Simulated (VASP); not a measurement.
# Fe (P6_3/mmc) in VASP: notebook

Fe is run at these levels: PBE; tasks: single point.

Everything below comes from runs of VASP 6.6.1. Logs are shortened: lines on timing, memory, paths and dates and some standing lists are left out, and cuts for length are marked.

## Step 1: The cell of the first run

The structure is hexagonal, space group P6_3/mmc (No. 194). Conventional cell: a = 2.319 Å, b = 2.319 Å, c = 3.679 Å, α = 90.00°, β = 90.00°, γ = 120.00°. Within 3.0 Å of Fe (site symmetry -6m2) lie 12 Fe at 2.28 to 2.32 Å.

This isn't the form of Fe at room conditions, which is bcc.

## Step 2: Single point, PBE, collinear spin, ferromagnetic start

File INCAR:

```
  PREC = Accurate
  ENCUT = 520
  EDIFF = 1E-6
  ISMEAR = -1
  SIGMA = 0.05
  LREAL = False
  LASPH = True
  NELM = 150
  ALGO = Normal
  ISIF = 2
  LWAVE = False
  LCHARG = True
  ISPIN = 2
  MAGMOM = 2.5 2.5
  LORBIT = 11
  LMAXMIX = 4
  GGA = PE
  LELF = True
  LVHAR = True
  NBANDS = 19
```

File KPOINTS:

```
regular mesh
0
Gamma
  17 17 9
```

File POSCAR:

```
Fe
1.0
    2.3191707200      0.0000000000      0.0000000000
   -1.1595853600      2.0084607592      0.0000000000
    0.0000000000      0.0000000000      3.6787624608
Fe
2
Direct
    0.3333333333      0.6666666667      0.2500000000
    0.6666666667      0.3333333333      0.7500000000
```

Potentials or basis: VASP PAW PBE potentials, release 64 (Fe).

On the command line:

```sh
$ cat potpaw_PBE.64/Fe/POTCAR > POTCAR
$ mpirun -np 1 vasp_std > vasp.out
```

OUTCAR:

```text
PREC = Accurate
   ENCUT = 520
   EDIFF = 1E-6
   ISMEAR = -1
   LREAL = False
   LASPH = True
   NELM = 150
   ISIF = 2
   ISPIN = 2
   LORBIT = 11
   GGA = PE

 ion  position               nearest neighbor table
   1  0.333  0.667  0.250-   2 2.28   2 2.28   2 2.28   2 2.28   2 2.28   2 2.28
   2  0.667  0.333  0.750-   1 2.28   1 2.28   1 2.28   1 2.28   1 2.28   1 2.28

  LATTYP: Found a hexagonal cell.
 ALAT       =     2.3191707200
 C/A-ratio  =     1.5862404734

  Lattice vectors:

 A1 = (   2.3191707200,   0.0000000000,   0.0000000000)
 A2 = (  -1.1595853600,   2.0084607592,   0.0000000000)
 A3 = (   0.0000000000,   0.0000000000,   3.6787624608)

Analysis of symmetry for initial positions (statically):
=====================================================================
 Subroutine PRICEL returns:
 Original cell was already a primitive cell.

 Routine SETGRP: Setting up the symmetry group for a
 hexagonal supercell.

 Subroutine GETGRP returns: Found 24 space group operations
 (whereof 12 operations were pure point group operations)
 out of a pool of 24 trial point group operations.

The static configuration has the point symmetry D_3d.
 The point group associated with its full space group is D_6h.

Analysis of symmetry for dynamics (positions and initial velocities):
=====================================================================
 Subroutine PRICEL returns:
 Original cell was already a primitive cell.

 Routine SETGRP: Setting up the symmetry group for a
 hexagonal supercell.

 Subroutine GETGRP returns: Found 24 space group operations
 (whereof 12 operations were pure point group operations)
 out of a pool of 24 trial point group operations.

The dynamic configuration has the point symmetry D_3d.
 The point group associated with its full space group is D_6h.

Analysis of structural, dynamic, and magnetic symmetry:
=====================================================================
 Subroutine PRICEL returns:
 Original cell was already a primitive cell.

 Routine SETGRP: Setting up the symmetry group for a
 hexagonal supercell.

 Subroutine GETGRP returns: Found 24 space group operations
 (whereof 12 operations were pure point group operations)
 out of a pool of 24 trial point group operations.

The overall configuration has the point symmetry D_3d.
 The point group associated with its full space group is D_6h.

 Subroutine INISYM returns: Found 24 space group operations
 (whereof 12 operations are pure point group operations),
 and found     1 'primitive' translations

----------------------------------------------------------------------------------------

                                     Primitive cell

  volume of cell :      17.1355

  direct lattice vectors                    reciprocal lattice vectors
     2.319170720  0.000000000  0.000000000     0.431188610  0.248946860  0.000000000
    -1.159585360  2.008460759  0.000000000     0.000000000  0.497893721  0.000000000
     0.000000000  0.000000000  3.678762461     0.000000000  0.000000000  0.271830544

  length of vectors
     2.319170720  2.319170720  3.678762461     0.497893721  0.497893721  0.271830544

  position of ions in fractional coordinates (direct lattice)
     0.333333333  0.666666667  0.250000000
     0.666666667  0.333333333  0.750000000

  ion indices of the primitive-cell ions
   primitive index   ion index
                 1           1
                 2           2

----------------------------------------------------------------------------------------

 KPOINTS: regular mesh

Automatic generation of k-mesh.
 Grid dimensions read from file:
 generate k-points for:   17   17    9

 Generating k-lattice:

  Cartesian coordinates                     Fractional coordinates (reciprocal lattice)
     0.025364036  0.014643933  0.000000000     0.058823529  0.000000000  0.000000000
     0.000000000  0.029287866  0.000000000     0.000000000  0.058823529  0.000000000
     0.000000000  0.000000000  0.030203394     0.000000000  0.000000000  0.111111111

  Length of vectors
     0.029287866  0.029287866  0.030203394

  Shift w.r.t. Gamma in fractional coordinates (k-lattice)
     0.000000000  0.000000000  0.000000000

 Subroutine IBZKPT returns following result:
 ===========================================

 Found    165 irreducible k-points:

 Following reciprocal coordinates:
            Coordinates               Weight
  0.000000  0.000000  0.000000      1.000000
  0.058824 -0.000000  0.000000      6.000000
  0.117647 -0.000000  0.000000      6.000000
  0.176471 -0.000000  0.000000      6.000000
  0.235294 -0.000000  0.000000      6.000000
  0.294118  0.000000  0.000000      6.000000
[... 16 lines left out ...]
  0.411765  0.117647  0.000000     12.000000
  0.176471  0.176471  0.000000      6.000000
 [... further k-points ...]
   k-points           NKPTS =    165   k-points in BZ     NKDIM =    165   number of bands    NBANDS=     19
   number of dos      NEDOS =    301   number of ions     NIONS =      2
   total plane-waves  NPLWV =   9072
   dimension x,y,z NGX =    18 NGY =   18 NGZ =   28
   dimension x,y,z NGXF=    36 NGYF=   36 NGZF=   56
   ions per type =               2
   NGX,Y,Z   is equivalent  to a cutoff of  12.90, 12.90, 12.65 a.u.
   NGXF,Y,Z  is equivalent  to a cutoff of  25.81, 25.81, 25.31 a.u.
 SYSTEM =  unknown system
   PREC   = accura    normal or accurate (medium, high low for compatibility)
   ISTART =      0    job   : 0-new  1-cont  2-samecut
   ICHARG =      2    charge: 1-file 2-atom 10-const
   ISPIN  =      2    spin polarized calculation?
   LNONCOLLINEAR =      F non collinear calculations
   LSORBIT =      F    spin-orbit coupling
   LASPH  =      T    aspherical Exc in radial PAW
   ENCUT  =  520.0 eV  38.22 Ry    6.18 a.u.   4.31  4.31  6.84*2*pi/ulx,y,z
   NELM   =    150;   NELMIN=  2; NELMDL= -5     # of ELM steps
   EDIFF  = 0.1E-05   stopping-criterion for ELM
   LREAL  =      F    real-space projection
   EDIFFG = 0.1E-04   stopping-criterion for IOM
   NSW    =      0    number of steps for IOM
   IBRION =     -1    ionic relax: 0-MD 1-quasi-New 2-CG
   NFREE  =      0    steps in history (QN), initial steepest desc. (CG)
   ISIF   =      2    stress and relaxation
   ISYM   =      2    0-nonsym 1-usesym 2-fastsym
   POTIM  = 0.5000    time-step for ionic-motion
   TEBEG  =    0.0;   TEEND  =   0.0 temperature during run
   PSTRESS=    0.0 pullay stress
   NELECT =      16.0000    total number of electrons
   NUPDOWN=      -1.0000    fix difference up-down
   EMIN   =  10.00;   EMAX   =-10.00  energy-range for DOS
   EFERMI =   0.00;   METHOD = LEGACY
   ISMEAR =    -1;   SIGMA  =   0.05  broadening in eV -4-tet -1-fermi 0-gaus
   EFERMI_NEDOS =   21; number of points for ismear=-14 and -15
   IALGO  =     38    algorithm
   IMIX   =      4    mixing-type and parameters
     AMIX     =   0.40;   BMIX     =  1.00
     AMIX_MAG =   1.60;   BMIX_MAG =  1.00
  volume/ion in A,a.u.               =       8.57        57.82
  Fermi-wavevector in a.u.,A,eV,Ry     =   1.600106  3.023763 34.835551  2.560341
  Thomas-Fermi vector in A             =   2.697294
   LORBIT       =     11    0 simple, 1 ext, 2 COOP (PROOUT), +10 PAW based schemes
   GGA     = PE    functional components
   LHFCALC =     F    Hartree Fock is set to
   AEXX    =    0.0000 exact exchange contribution
   IVDW    =     0    specifies the selected vdW correction
   LEPSILON=     F    determine dielectric tensor
   LRPA    =     F    only Hartree local field effects (RPA)
 spin polarized calculation
  energy-cutoff  :      520.00
  volume of cell :       17.14
 maximum number of plane-waves:       488
 NGX is ok and might be reduce to    18
   NGX =  9   NGY =  9   NGZ = 13

 number of electron      16.0000006 magnetization       0.0004459

 number of electron      16.0000006 magnetization      -0.0001516

 Free energy of the ion-electron system (eV)
  ---------------------------------------------------
  ext. energy  EPLUGINS =         0.00000000
  ---------------------------------------------------
  free energy    TOTEN  =       -15.68563884 eV

  energy without entropy =      -15.66821535  energy(sigma->0) =      -15.67692709

 E-fermi :   9.0730     XC(G=0): -14.8359

 val. band max:        9.0641956823   @ k =   0.4706   0.0588   0.3333
 cond. band min:       9.0742435052   @ k =   0.2941   0.0000   0.1111
 fundamental gap:      0.0100478229
 Fermi energy:         9.0729544443

 spin component 1

 k-point     1 :       0.0000    0.0000    0.0000
  band No.  band energies     occupation
      1      -0.8639      1.00000
      2       2.9825      1.00000
      3       6.9249      1.00000
      4       6.9249      1.00000
      5       7.0754      1.00000
      6       7.5306      1.00000
[... 11 lines left out ...]
     18      38.8356      0.00000
     19      39.4852      0.00000

 k-point     2 :       0.0588   -0.0000    0.0000
  band No.  band energies     occupation
      1      -0.7143      1.00000
      2       3.0841      1.00000
      3       6.6848      1.00000
      4       7.0183      1.00000
      5       7.2775      1.00000
      6       7.4824      1.00000
[... 11 lines left out ...]
     18      38.1594      0.00000
     19      40.6391      0.00000

 k-point     3 :       0.1176   -0.0000    0.0000
  band No.  band energies     occupation
      1      -0.2770      1.00000
      2       3.3627      1.00000
      3       6.3308      1.00000
      4       7.2504      1.00000
      5       7.2909      1.00000
      6       7.3176      1.00000
[... 434 lines left out ...]
      1       3.5977      1.00000
      2       3.8200      1.00000
      3       3.9742      1.00000
      4       6.2016      1.00000
      5       6.4723      1.00000
      6       7.0542      1.00000
[... 11 lines left out ...]
     18      32.3475      0.00000
     19      36.3749      0.00000

 k-point    24 :       0.1765    0.1765    0.0000
  band No.  band energies     occupation
      1       2.5077      1.00000
      2       4.4956      1.00000
      3       4.8412      1.00000
      4       5.0327      1.00000
      5       6.6364      1.00000
      6       7.1310      1.00000
[... 11 lines left out ...]
     18      35.1845      0.00000
     19      36.1993      0.00000

 [... further k-points ...]

 spin component 2

 k-point     1 :       0.0000    0.0000    0.0000
  band No.  band energies     occupation
      1      -0.8639      1.00000
      2       2.9825      1.00000
      3       6.9249      1.00000
      4       6.9249      1.00000
      5       7.0754      1.00000
      6       7.5306      1.00000
[... 11 lines left out ...]
     18      38.8356      0.00000
     19      39.4852      0.00000

 k-point     2 :       0.0588   -0.0000    0.0000
  band No.  band energies     occupation
      1      -0.7143      1.00000
      2       3.0841      1.00000
      3       6.6847      1.00000
      4       7.0182      1.00000
      5       7.2775      1.00000
      6       7.4824      1.00000
[... 11 lines left out ...]
     18      38.1594      0.00000
     19      40.6391      0.00000

 k-point     3 :       0.1176   -0.0000    0.0000
  band No.  band energies     occupation
      1      -0.2770      1.00000
      2       3.3627      1.00000
      3       6.3307      1.00000
      4       7.2504      1.00000
      5       7.2909      1.00000
      6       7.3176      1.00000
[... 434 lines left out ...]
      1       3.5977      1.00000
      2       3.8199      1.00000
      3       3.9742      1.00000
      4       6.2016      1.00000
      5       6.4722      1.00000
      6       7.0541      1.00000
[... 11 lines left out ...]
     18      32.3475      0.00000
     19      36.3749      0.00000

 k-point    24 :       0.1765    0.1765    0.0000
  band No.  band energies     occupation
      1       2.5077      1.00000
      2       4.4955      1.00000
      3       4.8412      1.00000
      4       5.0326      1.00000
      5       6.6363      1.00000
      6       7.1310      1.00000
[... 11 lines left out ...]
     18      35.1845      0.00000
     19      36.1993      0.00000

 [... further k-points ...]

------------------------ aborting loop because EDIFF is reached ----------------------------------------

  FORCE on cell =-STRESS in cart. coord.  units (eV):
  Direction    XX          YY          ZZ          XY          YZ          ZX
  --------------------------------------------------------------------------------------
  -------------------------------------------------------------------------------------
  Total        7.9165351      7.9165351      7.8914845      0.0000000     -0.0000000      0.0000000
  in kB      740.1980009    740.1980009    737.8557628      0.0000000     -0.0000000      0.0000000
  external PRESSURE =     739.4172549 kB  Pullay stress =       0.0000000 kB

 VOLUME and BASIS-vectors are now :
 -----------------------------------------------------------------------------
  energy-cutoff  :      520.00
  volume of cell :       17.14
      direct lattice vectors                 reciprocal lattice vectors
     2.319170720  0.000000000  0.000000000     0.431188610  0.248946860  0.000000000
    -1.159585360  2.008460759  0.000000000     0.000000000  0.497893721  0.000000000
     0.000000000  0.000000000  3.678762461     0.000000000  0.000000000  0.271830544

 POSITION                                       TOTAL-FORCE (eV/Angst)
 -----------------------------------------------------------------------------------
     -0.00000      1.33897      0.91969        -0.000000      0.000000      0.000000
      1.15959      0.66949      2.75907         0.000000     -0.000000      0.000000
 -----------------------------------------------------------------------------------
    total drift:                                0.000000     -0.000000     -0.000000

  FREE ENERGIE OF THE ION-ELECTRON SYSTEM (eV)
  ---------------------------------------------------
  free  energy   TOTEN  =       -15.6856388436 eV

  energy  without entropy=      -15.6682153460  energy(sigma->0) =      -15.67692709

 total charge

# of ion       s       p       d       tot
------------------------------------------
    1        0.634   0.837   6.559   8.031
    2        0.634   0.837   6.559   8.031
--------------------------------------------------
tot          1.269   1.674  13.118  16.061

 magnetization (x)

# of ion       s       p       d       tot
------------------------------------------
    1        0.000   0.000  -0.000  -0.000
    2        0.000   0.000  -0.000  -0.000
--------------------------------------------------
tot          0.000   0.000  -0.000  -0.000
```

Run time: 50 s. Hardware: 1 thread of Intel Xeon 6975P-C (Granite Rapids), shared host; peak memory 0.19 GiB.

Results:

| Quantity | Value |
| --- | --- |
| Free energy | -15.6856 eV |
| Pressure | 73.9 GPa |
| Band gap on the k mesh | zero (filled and empty bands overlap) |
| Net moment | 0.00 μB per cell |

Caveat: the cell stands under pressure; the moments typed at the start vanished in this run.

## Step 3: Single point, PBE, collinear spin, ferromagnetic start

This run uses another cell than the first one, of 9.38 Å³/atom.

File INCAR:

```
PREC = Accurate
ENCUT = 520
EDIFF = 1E-6
ISMEAR = -1
SIGMA = 0.05
LREAL = False
LASPH = True
NELM = 150
ALGO = Normal
ISIF = 2
LWAVE = False
LCHARG = False
ISPIN = 2
MAGMOM = 2.5 2.5
LORBIT = 11
LMAXMIX = 4
GGA = PE
NBANDS = 19
```

File KPOINTS:

```
Automatic mesh
0
Gamma
  17 17 9
```

File POSCAR:

```
Fe
1.0
    2.3919266043      0.0000000000      0.0000000000
   -1.1959633022      2.0714692033      0.0000000000
    0.0000000000      0.0000000000      3.7877388419
Fe
2
Direct
    0.3333333333      0.6666666667      0.2500000000
    0.6666666667      0.3333333333      0.7500000000
```

Potentials or basis: VASP PAW PBE potentials, release 64 (Fe).

On the command line:

```sh
$ cat potpaw_PBE.64/Fe/POTCAR > POTCAR
$ mpirun -np 1 vasp_std > vasp.out
```

It took 46 s on 1 thread of Intel Xeon 6975P-C (Granite Rapids), shared host; peak memory 0.19 GiB.

It converged, with:

| Item | Value |
| --- | --- |
| Free energy | -16.1881 eV |
| Pressure | 28.2 GPa |
| Band gap on the k mesh | zero (filled and empty bands overlap) |
| Net moment | 0.00 μB per cell |
| Valence electrons inside the program's atomic spheres | Fe 7.74 |

Stress tensor (GPa, compression positive):
```
28.30  0.00  0.00
 0.00 28.30  0.00
 0.00  0.00 28.05
```

Levels at points of the mesh, in eV from the Fermi level:
Spin up:
```tsv
k point	band 4	band 5	band 6	band 7	band 8	band 9	band 10	band 11	band 12	band 13
(0.00, 0.00, 0.00)	-1.87	-1.73	-1.34	-1.34	-0.94	-0.94	0.56	0.80	0.80	9.62
```
Spin down:
```tsv
k point	band 4	band 5	band 6	band 7	band 8	band 9	band 10	band 11	band 12	band 13
(0.00, 0.00, 0.00)	-1.87	-1.73	-1.34	-1.34	-0.94	-0.94	0.56	0.80	0.80	9.62
```

Caveat: the cell stands under pressure; the moments typed at the start vanished in this run.
